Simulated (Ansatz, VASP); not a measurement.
ZnSe: VASP beside Ansatz

INCAR

```
PREC = Accurate
ENCUT = 500
EDIFF = 1E-6
ISMEAR = 0
SIGMA = 0.01
LREAL = F
LASPH = T
NELM = 120
ALGO = Normal
ISIF = 2
LWAVE = F
LCHARG = F
GGA = PE
IVDW = 12
NBANDS = 16
GGA_COMPAT = F
```

File KPOINTS:

```
Automatic mesh
0
Gamma
  6 6 6
```

The input POSCAR:

```
ZnSe
1.0
    0.0000000000      2.8324206805      2.8324206805
    2.8324206805      0.0000000000      2.8324206805
    2.8324206805      2.8324206805      0.0000000000
Zn Se
1 1
Direct
    0.0000000000      0.0000000000      0.0000000000
    0.2500000000      0.2500000000      0.2500000000
```

Input for Ansatz:

```yaml
crystal:
  lattice:
    - [0.0, 2.8324206805, 2.8324206805]
    - [2.8324206805, 0.0, 2.8324206805]
    - [2.8324206805, 2.8324206805, 0.0]
  atoms:
    - { symbol: Zn, position: [0.0, 0.0, 0.0] }
    - { symbol: Se, position: [0.25, 0.25, 0.25] }
kpoints:
  mp_grid: { grid: [6, 6, 6] }
hamiltonian:
  xc: pbe
  dispersion: d3bj
scf:
  occupations: { method: fixed }
  n_extra_bands: 4
output:
  forces: true
  stress: true
  eigenvalues: true
```

Alike in both runs: task single point; functional PBE; dispersion D3(BJ); k mesh 6 × 6 × 6; no spin polarisation.

|  | VASP | Ansatz |
| --- | --- | --- |
| version | VASP 6.6.1 | Ansatz 0.2.0 |
| potentials or method | VASP PAW PBE potentials, release 64 (Zn, Se) | plane waves |
| plane-wave cutoff (eV) | 500 | 420 |
| occupations | gaussian, width 0.01 eV | fixed |
| valence electrons in the cell | 18 | 28 |

VASP gave:

```
gap on the k mesh at the Fermi level (eV) : 1.29
pressure (GPa)                            : -0.1
```

**Question.** Estimate Ansatz's values.

**Answer.** gap on the k mesh at the Fermi level (eV): 1.29; pressure (GPa): -0.3.

VASP's potentials hold 18 valence electrons a cell and Ansatz's 28, so a difference there can come from the potentials and not from the codes.
